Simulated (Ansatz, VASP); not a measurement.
Rh in VASP and in Ansatz

INCAR

```
PREC = Accurate
ENCUT = 520
EDIFF = 1E-6
ISMEAR = 0
SIGMA = 0.15
LREAL = False
LASPH = True
NELM = 80
ALGO = Fast
ISIF = 2
LWAVE = False
LCHARG = True
LELF = True
LVHAR = True
NBANDS = 38
```

The input KPOINTS:

```
Automatic mesh
0
Gamma
  18 18 6
```

Contents of POSCAR:

```
Rh
1.0
    2.3649594730      0.0000000000      0.0000000000
   -1.1824797365      2.5543905962      0.0000000000
    0.0000000000      0.0000000000      8.6668814394
Rh
4
Direct
    0.0000000000      0.0000000000      0.0000000000
    0.3333333333      0.6666666667      0.2500000000
    0.0000000000      0.0000000000      0.5000000000
    0.6666666667      0.3333333333      0.7500000000
```

Input for Ansatz:

```yaml
crystal:
  lattice:
    - [2.364959473, 0.0, 0.0]
    - [-1.1824797365, 2.5543905962, 0.0]
    - [0.0, 0.0, 8.6668814394]
  atoms:
    - { symbol: Rh, position: [0.0, 0.0, 0.0] }
    - { symbol: Rh, position: [0.3333333333, 0.6666666667, 0.25] }
    - { symbol: Rh, position: [0.0, 0.0, 0.5] }
    - { symbol: Rh, position: [0.6666666667, 0.3333333333, 0.75] }
basis:
  ecutwfc: 420
kpoints:
  mp_grid: { grid: [18, 18, 6] }
hamiltonian:
  xc: lda
  pseudopotentials: { kind: paw, azcp: { folder: soft_1 } }
scf:
  occupations: { method: gaussian, width: 0.15 }
output:
  forces: true
  stress: true
  eigenvalues: true
```

Change from the starting cell: strain +e along x and -e along y -0.1100, strain +e along z and -e/2 along x and y +0.0000.

Alike in both runs: task single point; functional LDA; k mesh 18 × 18 × 6; occupations gaussian, width 0.15 eV; no spin polarisation.

```csv
,VASP,Ansatz
version,VASP 6.6.1,Ansatz 0.2.0
potentials or method,"VASP PAW LDA potentials, release 64 (Rh_pv), cutoff 520 eV","scalar-relativistic, plane waves, PAW"
valence electrons in the cell,60,68
```

|  | VASP | Ansatz | Ansatz less VASP |
| --- | --- | --- | --- |
| gap on the k mesh at the Fermi level (eV) | none | none | - |
| pressure (GPa) | 19.3 | 18.3 | -1.00 |
| traceless stress, the component that is largest in VASP (GPa) | 54.56 | 54.22 | -0.338 |
| rms of the force components (eV/Å) | 0.218 | 0.214 | -0.0040 |

Ansatz warns that its potentials were made for another functional, while VASP's fit it. LDA's correlation is that of Perdew and Zunger in VASP and of Perdew and Wang (1992) in Ansatz. Atom by atom the forces differ by 0.004 eV/Å (rms over components). A gap of «none» marks a metal or a gap that the smearing closes. VASP's potentials hold 60 valence electrons a cell and Ansatz's 68, so a difference there can come from the potentials and not from the codes.
